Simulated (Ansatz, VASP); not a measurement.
# Rh in VASP and in Ansatz

The input POSCAR:

```
Rh
1.0
    0.0000000000      1.9008071574      1.9008071574
    1.9008071574      0.0000000000      1.9008071574
    1.9008071574      1.9008071574      0.0000000000
Rh
1
Direct
    0.0000000000      0.0000000000      0.0000000000
```

Contents of INCAR.step1:

```
ALGO = Normal ; EDIFF = 1E-4
ENCUT = 520 ; GGA = PE
ISMEAR = 1 ; LASPH = True
LCHARG = False ; LREAL = False
LWAVE = True ; NBANDS = 14
NELM = 80 ; PREC = Accurate
SIGMA = 0.1
```

The input INCAR.step2:

```
ALGO = Normal ; EDIFF = 1E-6
ENCUT = 520 ; ISIF = 2
ISMEAR = 1 ; ISTART = 1
LASPH = True ; LCHARG = False
LMIXTAU = True ; LREAL = False
LWAVE = False ; METAGGA = R2SCAN
NBANDS = 14 ; NELM = 80
PREC = Accurate ; SIGMA = 0.1
```

KPOINTS

```
k-points
0
Gamma
  14 14 14
```

Input for Ansatz:

```yaml
crystal:
  lattice:
    - [0.0, 1.9008071574, 1.9008071574]
    - [1.9008071574, 0.0, 1.9008071574]
    - [1.9008071574, 1.9008071574, 0.0]
  atoms:
    - { symbol: Rh, position: [0.0, 0.0, 0.0] }
hamiltonian:
  xc: r2scan
  pseudopotentials:
    kind: paw
    azcp:
      Rh: "pseudopotentials/Rh.paw.azcp"
basis:
  ecutwfc: 500
  fft_grid_basis: typed
kpoints:
  mp_grid: { grid: [14, 14, 14], shift: [0, 0, 0] }
magnetization:
  spin_polarized: false
scf:
  occupations: { method: cold, width: 0.1 }
  lower_state_search: "off"
output:
  stress: true
  write_density: true
  write_potential: true
  elf: true
  volumetric_format: npy
```

Alike in both runs: task single point; functional r2SCAN; k mesh 14 × 14 × 14; no spin polarisation.

```csv
,VASP,Ansatz
version,VASP 6.6.1,Ansatz 0.2.0
potentials or method,"VASP PAW PBE potentials, release 64 (Rh_pv), cutoff 520 eV","plane waves (500 eV) with PAW, scalar-relativistic"
occupations,"methfessel-paxton of order 1, width 0.1 eV","cold, width 0.1 eV"
valence electrons in the cell,15,17
```

Ansatz gave:

* pressure (GPa): -0.4

Problem. What did VASP give for the same quantities?

Solution. Pressure (GPa): 0.8.

VASP's potentials were made for PBE, not for r2SCAN. VASP's potentials hold 15 valence electrons a cell and Ansatz's 17, so a difference there can come from the potentials and not from the codes.
